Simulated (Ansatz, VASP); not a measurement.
**HfIn4SiO6 in VASP and in Ansatz**

INCAR

```
SYSTEM = HfIn4SiO6
PREC     = Accurate       ! precision mode
ENCUT    = 520            ! plane-wave cutoff, eV
EDIFF    = 1E-6           ! SCF threshold, eV
ISMEAR   = -1             ! smearing method
SIGMA    = 0.05           ! smearing width, eV
LREAL    = .False.        ! projectors in reciprocal space
LASPH    = .True.         ! aspherical terms in the spheres
NELM     = 100            ! most SCF steps
ALGO     = Normal         ! electronic algorithm
ISIF     = 2              ! what is computed and relaxed
LWAVE    = .False.        ! write WAVECAR
LCHARG   = .False.        ! write CHGCAR
GGA      = PE             ! functional
NBANDS   = 63             ! bands
```

Contents of KPOINTS:

```
regular mesh
0
Gamma
  4 4 3
  0 0 0
```

Contents of POSCAR:

```
HfIn4SiO6
1.0
    3.2302300000     -5.5776800000     -0.0247000000
    3.2302300000      5.5776800000     -0.0247000000
   -1.4906800000      0.0000000000      6.3203000000
Hf In Si O
1 4 1 6
Direct
    0.1017800000      0.1017800000      0.0091200000
    0.7922200000      0.4820400000      0.0081800000
    0.4820400000      0.7922200000      0.0081800000
    0.5447200000      0.2198300000      0.4839800000
    0.2198300000      0.5447200000      0.4839800000
    0.8543300000      0.8543300000      0.4452300000
    0.8350000000      0.5882200000      0.3810400000
    0.5882200000      0.8350000000      0.3810400000
    0.0289900000      0.0289900000      0.2950000000
    0.9792000000      0.9792000000      0.6955500000
    0.4285200000      0.1451400000      0.0743500000
    0.1451400000      0.4285200000      0.0743500000
```

The input input.yaml:

```yaml
crystal:
  lattice:
    - [3.23023, -5.57768, -0.0247]
    - [3.23023, 5.57768, -0.0247]
    - [-1.49068, 0.0, 6.3203]
  atoms:
    - { symbol: Hf, position: [0.10178, 0.10178, 0.00912] }
    - { symbol: In, position: [0.79222, 0.48204, 0.00818] }
    - { symbol: In, position: [0.48204, 0.79222, 0.00818] }
    - { symbol: In, position: [0.54472, 0.21983, 0.48398] }
    - { symbol: In, position: [0.21983, 0.54472, 0.48398] }
    - { symbol: Si, position: [0.85433, 0.85433, 0.44523] }
    - { symbol: O, position: [0.835, 0.58822, 0.38104] }
    - { symbol: O, position: [0.58822, 0.835, 0.38104] }
    - { symbol: O, position: [0.02899, 0.02899, 0.295] }
    - { symbol: O, position: [0.9792, 0.9792, 0.69555] }
    - { symbol: O, position: [0.42852, 0.14514, 0.07435] }
    - { symbol: O, position: [0.14514, 0.42852, 0.07435] }
kpoints:
  mp_grid: { grid: [4, 4, 3] }
  band_path:
    path:
      - [0.0, 0.0, 0.0]
      - [-0.3338542549, -0.3338542549, 0.0399491201]
      - [-0.381431581, -0.381431581, 0.4435126576]
      - [-0.2862769288, -0.2862769288, 0.6363855826]
      - [0.0, 0.0, 0.5]
      - [-0.5, 0.5, 0.5]
      - [-0.618568419, 0.381431581, 0.5564873424]
    npoints: 12
scf:
  occupations: { method: fermi_dirac, width: 0.05 }
hamiltonian:
  xc: pbe
  pseudopotentials: { kind: all_electron, lapw: { basis_error: 0.002 } }
output:
  forces: true
  stress: true
  eigenvalues: true
```

Alike in both runs: functional PBE; k mesh 4 × 4 × 3; occupations fermi-dirac, width 0.05 eV; no spin polarisation.

```csv
,VASP,Ansatz
version,VASP 6.6.1,Ansatz 0.2.0
potentials or method,"VASP PAW PBE potentials, release 64 (Hf_pv, In_d, Si, O), cutoff 520 eV","all-electron LAPW, scalar-relativistic"
task,single point,band structure
```

|  | VASP | Ansatz | Ansatz less VASP |
| --- | --- | --- | --- |
| gap on the k mesh at the Fermi level (eV) | 0.55 | 0.56 | +0.013 |
| least direct gap on the mesh (eV) | 0.81 | 0.83 | +0.012 |
| pressure (GPa) | -0.2 | 0.0 | +0.24 |
| traceless stress, the component that is largest in VASP (GPa) | -0.11 | 0.02 | +0.130 |
| rms of the force components (eV/Å) | 0.052 | 0.003 | -0.0495 |

Atom by atom the forces differ by 0.053 eV/Å (rms over components). Ansatz ran all-electron here, and VASP with PAW potentials.

Neither program's run includes spin-orbit coupling.
